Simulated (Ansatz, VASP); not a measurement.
**Two plane-wave programs on Be**

POSCAR

```
Be
1.0
    2.1577866140      0.0000000000      0.0000000000
   -1.0788933070      1.8686980237      0.0000000000
    0.0000000000      0.0000000000      3.4221053046
Be
2
Direct
    0.3333333333      0.6666666667      0.2500000000
    0.6666666667      0.3333333333      0.7500000000
```

Contents of INCAR.step1:

```
SYSTEM = Be
PREC = Accurate
ENCUT = 520
ISMEAR = -1
SIGMA = 0.1
LREAL = .False.
LASPH = .True.
NELM = 60
NBANDS = 9
GGA = PE
ALGO = Normal
EDIFF = 1E-4
LWAVE = .True.
LCHARG = .False.
```

File INCAR.step2:

```
SYSTEM = Be
PREC = Accurate
ENCUT = 520
EDIFF = 1E-6
ISMEAR = -1
SIGMA = 0.1
LREAL = .False.
LASPH = .True.
NELM = 60
ALGO = Normal
ISIF = 2
LWAVE = .False.
LCHARG = .False.
METAGGA = R2SCAN
LMIXTAU = .True.
NBANDS = 9
ISTART = 1
```

Contents of KPOINTS:

```
regular mesh
0
Gamma
  21 21 12
  0 0 0
```

Input for Ansatz:

```yaml
crystal:
  lattice:
    - [2.157786614, 0.0, 0.0]
    - [-1.078893307, 1.8686980237, 0.0]
    - [0.0, 0.0, 3.4221053046]
  atoms:
    - { symbol: Be, position: [0.3333333333, 0.6666666667, 0.25] }
    - { symbol: Be, position: [0.6666666667, 0.3333333333, 0.75] }
basis:
  ecutwfc: 500
kpoints:
  mp_grid: { grid: [21, 21, 12] }
  band_path:
    path:
      - [[0.0, 0.0, 0.0], [0.5, 0.0, 0.0], [0.33333333, 0.33333333, 0.0], [0.0, 0.0, 0.0], [0.0, 0.0, 0.5], [0.5, 0.0, 0.5], [0.33333333, 0.33333333, 0.5], [0.0, 0.0, 0.5]]
      - [[0.5, 0.0, 0.5], [0.5, 0.0, 0.0]]
      - [[0.33333333, 0.33333333, 0.5], [0.33333333, 0.33333333, 0.0]]
    npoints: 12
hamiltonian:
  xc: r2scan
scf:
  occupations: { method: fermi_dirac, width: 0.1 }
  n_extra_bands: 6
output:
  forces: true
  stress: true
  eigenvalues: true
```

Alike in both runs: task single point; functional r2SCAN; k mesh 21 × 21 × 12; occupations fermi-dirac, width 0.1 eV; no spin polarisation.

|  | VASP | Ansatz |
| --- | --- | --- |
| version | VASP 6.6.1 | Ansatz 0.2.0 |
| potentials or method | VASP PAW PBE potentials, release 64 (Be), cutoff 520 eV | scalar-relativistic, plane waves, PAW |
| valence electrons in the cell | 4 | 4 |

Ansatz gave:

* gap on the k mesh at the Fermi level (eV): none
* pressure (GPa): 21.2
* traceless stress, the component that is largest in VASP (GPa): 0.00

Question: Which values does VASP return?

Answer: gap on the k mesh at the Fermi level (eV): none; pressure (GPa): 21.5; traceless stress, the component that is largest in VASP (GPa): 0.08.

VASP's potentials were made for PBE, not for r2SCAN. A gap of «none» marks a metal or a gap that the smearing closes. With one functional, cell and mesh, what is left measures potentials, basis and numerics.
